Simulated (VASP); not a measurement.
Set up this calculation in VASP 6.6.1, as the native input.

| Property | Result |
| --- | --- |
| Task | single point |
| Functional | PBE |
| Potentials or basis | VASP PAW PBE potentials, release 64 (B) |
| Cutoff | 500 eV |
| k mesh | 4 × 4 × 6 |
| Occupations | gaussian, width 0.1 eV |
| Spin | no spin polarisation |
| Dipole correction | no |
| Further INCAR settings | ALGO = Normal; EDIFF = 1e-06; NBANDS = 22 |

The structure of B lies in POSCAR:

```
B
1.0
    4.1216299955      0.0000000000      0.0000000000
    0.0000000000      4.1995869999      0.0000000000
    0.0000000000      0.0000000000      3.4165746128
B
8
Direct
    0.0000000000      0.0000000000      0.7495137061
    0.5000000000      0.5000000000      0.7504862939
    0.0000000000      0.0000000000      0.2504862939
    0.5000000000      0.5000000000      0.2495137061
    0.6384762151      0.8554855377      0.0000000000
    0.3615237849      0.1445144623      0.0000000000
    0.1384762151      0.6445144623      0.5000000000
    0.8615237849      0.3554855377      0.5000000000
```

The cell was built from a structure type or drawn by symmetry, and may not be a known phase.

The input as run:

INCAR

```
SYSTEM = B
ALGO     = Normal         ! electronic algorithm
EDIFF    = 1E-6           ! SCF threshold, eV
ENCUT    = 500            ! plane-wave cutoff, eV
GGA      = PE             ! functional
GGA_COMPAT= .False.      
ISIF     = 2              ! what is computed and relaxed
ISMEAR   = 0              ! smearing method
LASPH    = .True.         ! aspherical terms in the spheres
LCHARG   = .False.        ! write CHGCAR
LREAL    = .False.        ! projectors in reciprocal space
LWAVE    = .False.        ! write WAVECAR
NBANDS   = 22             ! bands
NELM     = 120            ! most SCF steps
PREC     = Accurate       ! precision mode
SIGMA    = 0.1            ! smearing width, eV
```

KPOINTS

```
k-points
0
Gamma
  4 4 6
  0 0 0
```

Potentials or basis: VASP PAW PBE potentials, release 64 (B).

The run is started by

```bash
$ cat potpaw_PBE.64/B/POTCAR > POTCAR
$ mpirun -np 1 vasp_std > vasp.out
```

Results of the run:

- Pressure: 0.2 GPa
- Largest force: 0.014 eV/Å
- Band gap on the k mesh: zero (bands 12 and 13 overlap by 2.16 eV)

Caveat: the k points lie up to 0.38 Å⁻¹ apart, too coarse for converged energies and pressures of a metal.

It took 47 s on 1 thread of AMD EPYC 7R13 (shared host), peak memory 0.14 GiB.
